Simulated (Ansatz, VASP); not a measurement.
## One calculation of AlRu, two programs

```
Al Ru
1.0
     3.00389    0.00000    0.00000
     0.00000    3.00389    0.00000
     0.00000    0.00000    6.00778
Al Ru
2 2
Cartesian
  0.0000 0.0000 -0.0150
  0.0000 0.0000 3.0189
  1.4533 1.5019 1.5019
  1.5505 1.5019 4.5058
```

Change from the starting cell: mode 4 frozen in at -0.049 Å and mode 12 at -0.015 Å (largest displacements).

Alike in both runs: task single point; functional PBE; k mesh 14 × 14 × 8; occupations gaussian, width 0.15 eV; no spin polarisation.

|  | VASP | Ansatz |
| --- | --- | --- |
| version | VASP 6.6.1 | Ansatz 0.2.0 |
| potentials or method | VASP PAW PBE potentials, release 64 (Al, Ru_pv), cutoff 520 eV | scalar-relativistic, plane waves, PAW |
| valence electrons in the cell | 34 | 38 |

```csv
,VASP,Ansatz,Ansatz less VASP
gap on the k mesh at the Fermi level (eV),none,none,-
pressure (GPa),0.3,0.3,0.00
"traceless stress, the component that is largest in VASP (GPa)",0.10,0.10,0.000
rms of the force components (eV/Å),0.191,0.190,-0.0011
```

Atom by atom the forces differ by 0.001 eV/Å (rms over components). A gap of «none» marks a metal or a gap that the smearing closes. VASP's potentials hold 34 valence electrons a cell and Ansatz's 38, so a difference there can come from the potentials and not from the codes.
